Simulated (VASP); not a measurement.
# ZnO (P6_3/mmc) in VASP: further runs, part 2 of 2

VASP 6.6.1. Earlier steps stand in the parts before.

### Step 4. Single point, PBE

This run uses another cell than the first one, of 10.29 Å³/atom, 1.064 times its volume.

Contents of INCAR:

```
SYSTEM = ZnO
PREC     = Accurate       ! precision mode
ENCUT    = 520            ! plane-wave cutoff, eV
EDIFF    = 1E-6           ! SCF threshold, eV
ISMEAR   = 0              ! smearing method
SIGMA    = 0.01           ! smearing width, eV
LREAL    = .False.        ! projectors in reciprocal space
LASPH    = .True.         ! aspherical terms in the spheres
NELM     = 100            ! most SCF steps
ALGO     = Normal         ! electronic algorithm
ISIF     = 2              ! what is computed and relaxed
LWAVE    = .False.        ! write WAVECAR
LCHARG   = .True.         ! write CHGCAR
GGA      = PE             ! functional
LELF     = .True.         ! ELF
LVHAR    = .True.       
NBANDS   = 26             ! bands
```

Contents of KPOINTS:

```
Automatic mesh
0
Gamma
  9 9 4
  0 0 0
```

Contents of POSCAR:

```
ZnO
1.0
    3.0251896613      0.0000000000      0.0000000000
   -1.5125948307      2.6198910980      0.0000000000
    0.0000000000      0.0000000000      5.1920976491
Zn O
2 2
Direct
    0.0000000000      0.0000000000      0.0000000000
    0.0000000000      0.0000000000      0.5000000000
    0.3333333333      0.6666666667      0.2500000000
    0.6666666667      0.3333333333      0.7500000000
```

Potentials or basis: VASP PAW PBE potentials, release 64 (Zn, O).

On the command line:

```bash
$ cat potpaw_PBE.64/Zn/POTCAR potpaw_PBE.64/O/POTCAR > POTCAR
$ mpirun -np 1 vasp_std > vasp.out
```

OUTCAR:

```text
SYSTEM = ZnO
   PREC = Accurate
   ENCUT = 520
   EDIFF = 1E-6
   ISMEAR = 0
   LREAL = .False.
   LASPH = .True.
   NELM = 100
   ISIF = 2
   GGA = PE

 ion  position               nearest neighbor table
   1  0.000  0.000  0.000-   3 2.18   4 2.18   4 2.18   3 2.18   4 2.18   3 2.18   2 2.60   2 2.60

   2  0.000  0.000  0.500-   3 2.18   4 2.18   4 2.18   3 2.18   4 2.18   3 2.18   1 2.60   1 2.60

   3  0.333  0.667  0.250-   1 2.18   2 2.18   1 2.18   2 2.18   1 2.18   2 2.18
   4  0.667  0.333  0.750-   1 2.18   2 2.18   1 2.18   2 2.18   1 2.18   2 2.18

  LATTYP: Found a hexagonal cell.
 ALAT       =     3.0251896613
 C/A-ratio  =     1.7162883093

  Lattice vectors:

 A1 = (   3.0251896613,   0.0000000000,   0.0000000000)
 A2 = (  -1.5125948307,   2.6198910980,   0.0000000000)
 A3 = (   0.0000000000,   0.0000000000,   5.1920976491)

Analysis of symmetry for initial positions (statically):
=====================================================================
 Subroutine PRICEL returns:
 Original cell was already a primitive cell.

 Routine SETGRP: Setting up the symmetry group for a
 hexagonal supercell.

 Subroutine GETGRP returns: Found 24 space group operations
 (whereof 12 operations were pure point group operations)
 out of a pool of 24 trial point group operations.

The static configuration has the point symmetry D_3d.
 The point group associated with its full space group is D_6h.

Analysis of symmetry for dynamics (positions and initial velocities):
=====================================================================
 Subroutine PRICEL returns:
 Original cell was already a primitive cell.

 Routine SETGRP: Setting up the symmetry group for a
 hexagonal supercell.

 Subroutine GETGRP returns: Found 24 space group operations
 (whereof 12 operations were pure point group operations)
 out of a pool of 24 trial point group operations.

The dynamic configuration has the point symmetry D_3d.
 The point group associated with its full space group is D_6h.

[... 117 lines left out ...]
   ISMEAR =     0;   SIGMA  =   0.01  broadening in eV -4-tet -1-fermi 0-gaus
   EFERMI_NEDOS =   21; number of points for ismear=-14 and -15
   IALGO  =     38    algorithm
   IMIX   =      4    mixing-type and parameters
     AMIX     =   0.40;   BMIX     =  1.00
     AMIX_MAG =   1.60;   BMIX_MAG =  1.00
  volume/ion in A,a.u.               =      10.29        69.42
  Fermi-wavevector in a.u.,A,eV,Ry     =   1.565727  2.958795 33.354705  2.451502
  Thomas-Fermi vector in A             =   2.668160
   LORBIT       =      0    0 simple, 1 ext, 2 COOP (PROOUT), +10 PAW based schemes
   GGA     = PE    functional components
   LHFCALC =     F    Hartree Fock is set to
   AEXX    =    0.0000 exact exchange contribution
   IVDW    =     0    specifies the selected vdW correction
   LEPSILON=     F    determine dielectric tensor
   LRPA    =     F    only Hartree local field effects (RPA)
 non-spin polarized calculation
 Gauss-broadening in eV      SIGMA  =   0.01
  energy-cutoff  :      520.00
  volume of cell :       41.15
 maximum number of plane-waves:      1135
 NGX is ok and might be reduce to    24
   NGX = 11   NGY = 11   NGZ = 19

 number of electron      35.9999997 magnetization

 Free energy of the ion-electron system (eV)
  ---------------------------------------------------
  ext. energy  EPLUGINS =         0.00000000
  ---------------------------------------------------
  free energy    TOTEN  =       -16.95384702 eV

  energy without entropy =      -16.95384702  energy(sigma->0) =      -16.95384702

 E-fermi :   2.2782     XC(G=0): -11.9917

 val. band max:        2.2366963230   @ k =   0.0000   0.0000   0.0000
 cond. band min:       2.7541205693   @ k =   0.0000   0.0000   0.0000
 fundamental gap:      0.5174242463
 Fermi energy:         2.2781917379

 k-point     1 :       0.0000    0.0000    0.0000
  band No.  band energies     occupation
      1     -15.9411      2.00000
      2     -14.8187      2.00000
      3      -4.8505      2.00000
      4      -3.4412      2.00000
      5      -3.4412      2.00000
      6      -3.3090      2.00000
[... 685 lines left out ...]
     25      13.4012      0.00000
     26      18.8593      0.00000

 [... further k-points ...]
[... 5 lines left out ...]
  --------------------------------------------------------------------------------------
  -------------------------------------------------------------------------------------
  Total        0.2186242      0.2186242      0.2479460     -0.0000000     -0.0000000      0.0000000
  in kB        8.5119688      8.5119688      9.6535931     -0.0000000     -0.0000000      0.0000000
  external PRESSURE =       8.8925103 kB  Pullay stress =       0.0000000 kB

 VOLUME and BASIS-vectors are now :
 -----------------------------------------------------------------------------
  energy-cutoff  :      520.00
  volume of cell :       41.15
      direct lattice vectors                 reciprocal lattice vectors
     3.025189661  0.000000000  0.000000000     0.330557787  0.190847627  0.000000000
    -1.512594831  2.619891098  0.000000000     0.000000000  0.381695255  0.000000000
     0.000000000  0.000000000  5.192097649     0.000000000  0.000000000  0.192600384

 POSITION                                       TOTAL-FORCE (eV/Angst)
 -----------------------------------------------------------------------------------
      0.00000      0.00000      0.00000         0.000000     -0.000000      0.000000
      0.00000      0.00000      2.59605         0.000000     -0.000000      0.000000
     -0.00000      1.74659      1.29802        -0.000000      0.000000      0.000000
      1.51259      0.87330      3.89407         0.000000      0.000000     -0.000000
 -----------------------------------------------------------------------------------
    total drift:                               -0.000000      0.000000     -0.000000

  FREE ENERGIE OF THE ION-ELECTRON SYSTEM (eV)
  ---------------------------------------------------
  free  energy   TOTEN  =       -16.9538470217 eV

  energy  without entropy=      -16.9538470217  energy(sigma->0) =      -16.95384702
```

OSZICAR:

```text
N       E                     dE             d eps       ncg     rms          rms(c)
DAV:   1     0.278711508776E+03    0.27871E+03   -0.18606E+04  1960   0.210E+03
DAV:   2     0.705154004002E+01   -0.27166E+03   -0.25513E+03  2010   0.408E+02
DAV:   3    -0.194752929533E+02   -0.26527E+02   -0.26124E+02  2038   0.129E+02
DAV:   4    -0.199527612447E+02   -0.47747E+00   -0.47611E+00  2034   0.172E+01
DAV:   5    -0.199549180708E+02   -0.21568E-02   -0.21567E-02  1996   0.121E+00    0.127E+01
DAV:   6    -0.168337008674E+02    0.31212E+01   -0.58021E+00  2836   0.663E+01    0.850E+00
DAV:   7    -0.170032362517E+02   -0.16954E+00   -0.27181E+00  2046   0.170E+01    0.495E+00
DAV:   8    -0.169822209356E+02    0.21015E-01   -0.35581E-01  2362   0.539E+00    0.146E+00
DAV:   9    -0.169532324324E+02    0.28989E-01   -0.51244E-02  2542   0.452E+00    0.251E-01
DAV:  10    -0.169537516418E+02   -0.51921E-03   -0.13971E-02  1902   0.901E-01    0.548E-02
DAV:  11    -0.169538423241E+02   -0.90682E-04   -0.23043E-04  2348   0.315E-01    0.241E-02
DAV:  12    -0.169538466284E+02   -0.43043E-05   -0.73920E-05  2192   0.236E-01    0.817E-03
DAV:  13    -0.169538477032E+02   -0.10748E-05   -0.65144E-06  2330   0.464E-02    0.744E-03
DAV:  14    -0.169538470217E+02    0.68144E-06   -0.33310E-06  2038   0.163E-02
   1 F= -.16953847E+02 E0= -.16953847E+02  d E =-.115799E-11
```

stdout:

```text
POSCAR found type information on POSCAR ZnO
 POSCAR found :  2 types and       4 ions
 scaLAPACK will be used
 LDA part: xc-table for (Slater+PW92), standard interpolation
 POSCAR, INCAR and KPOINTS ok, starting setup
 FFT: planning ... GRIDC
 FFT: planning ... GRID_SOFT
 FFT: planning ... GRID
 WAVECAR not read
 entering main loop
```

Run time: 21 s. Hardware: 1 thread of AMD EPYC 9R45 (Zen 5), shared host; peak memory 0.14 GiB.

Results:

- Free energy: -16.9538 eV
- Pressure: 0.9 GPa
- Band gap on the k mesh: 0.52 eV, direct

### Step 5. Overview

```csv
cell,gap on the mesh (eV),pressure (GPa)
"a = 2.963, b = 2.963, c = 5.086 Å, angles 90.0, 90.0, 120.0°, 4 atoms",0.82,12.5
"a = 2.995, b = 2.995, c = 5.140 Å, angles 90.0, 90.0, 120.0°, 4 atoms",0.66,6.3
"a = 3.025, b = 3.025, c = 5.192 Å, angles 90.0, 90.0, 120.0°, 4 atoms",0.52,0.9
```

Alike in all rows: task single point; level PBE; potentials or basis VASP PAW PBE potentials, release 64 (Zn, O); no spin polarisation; k mesh 9 × 9 × 4; cutoff (eV) 520; smearing gaussian 0.01 eV.

Absolute energies hang on the potentials; compare differences alone.
